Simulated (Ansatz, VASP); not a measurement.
BN in VASP and in Ansatz

```xyz
8
Lattice="4.3323 0.0000 0.0000 0.0000 4.3323 0.0000 0.0000 0.0000 2.3096" Properties=species:S:1:pos:R:3 pbc="T T T"
B     0.7544    3.5779    1.1548
B     1.4118    1.4118    0.0000
B     2.9205    2.9205    0.0000
B     3.5779    0.7544    1.1548
N     3.5195    3.5195    1.1548
N     1.3534    2.9789    0.0000
N     2.9789    1.3534    0.0000
N     0.8128    0.8128    1.1548
```

Alike in both runs: task single point; functional PBEsol; k mesh 6 × 6 × 10; occupations gaussian, width 0.05 eV; no spin polarisation.

|  | VASP | Ansatz |
| --- | --- | --- |
| version | VASP 6.6.1 | Ansatz 0.2.0 |
| potentials or method | VASP PAW PBE potentials, release 64 (B, N), cutoff 520 eV | scalar-relativistic, plane waves, PAW |
| valence electrons in the cell | 32 | 32 |

Ansatz gave:

```
gap on the k mesh at the Fermi level (eV) : 4.33
least direct gap on the mesh (eV)         : 5.87
rms of the force components (eV/Å)        : 0.591
```

Estimate VASP's values.

gap on the k mesh at the Fermi level (eV): 4.31; least direct gap on the mesh (eV): 5.86; rms of the force components (eV/Å): 0.602.

VASP's potentials were made for PBE, not for PBEsol, and Ansatz warns of the same on its side. Atom by atom the forces differ by 0.012 eV/Å (rms over components).
